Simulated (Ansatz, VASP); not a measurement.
## TaN in VASP and in Ansatz

```
Ta N
1.0
     2.93800    0.00000    0.00000
    -1.46900    2.54438    0.00000
     0.00000    0.00000    2.88300
Ta N
1 1
Direct
  0.33333 0.66667 0.50000
  0.00000 0.00000 0.00000
```

Alike in both runs: task single point; functional LDA; k mesh 7 × 7 × 7; occupations gaussian, width 0.05 eV; collinear spin; Hubbard terms Ta d U = 4.0 eV.

|  | VASP | Ansatz |
| --- | --- | --- |
| version | VASP 6.6.1 | Ansatz 0.2.0 |
| potentials or method | VASP PAW LDA potentials, release 64 (Ta_pv, N), cutoff 520 eV | all-electron LAPW, scalar-relativistic |

```csv
,VASP,Ansatz,Ansatz less VASP
gap on the k mesh at the Fermi level (eV),none,none,-
pressure (GPa),3.0,-7.9,-10.87
"traceless stress, the component that is largest in VASP (GPa)",-0.21,-2.40,-2.187
net moment per atom (μB),0.00,0.00,0.000
```

LDA's correlation is that of Perdew and Zunger in VASP and of Perdew and Wang (1992) in Ansatz. The programs project onto different local orbitals, so the same U acts differently, and such runs can settle in different states. A gap of «none» marks a metal or a gap that the smearing closes. Ansatz ran all-electron here, and VASP with PAW potentials.

Spin-orbit coupling is off throughout. Noted on Ansatz's run: the k mesh is thin for a metal, which can move the energy by tens of meV per atom; U is the effective U less J, on atomic orbitals that reach past the spheres.
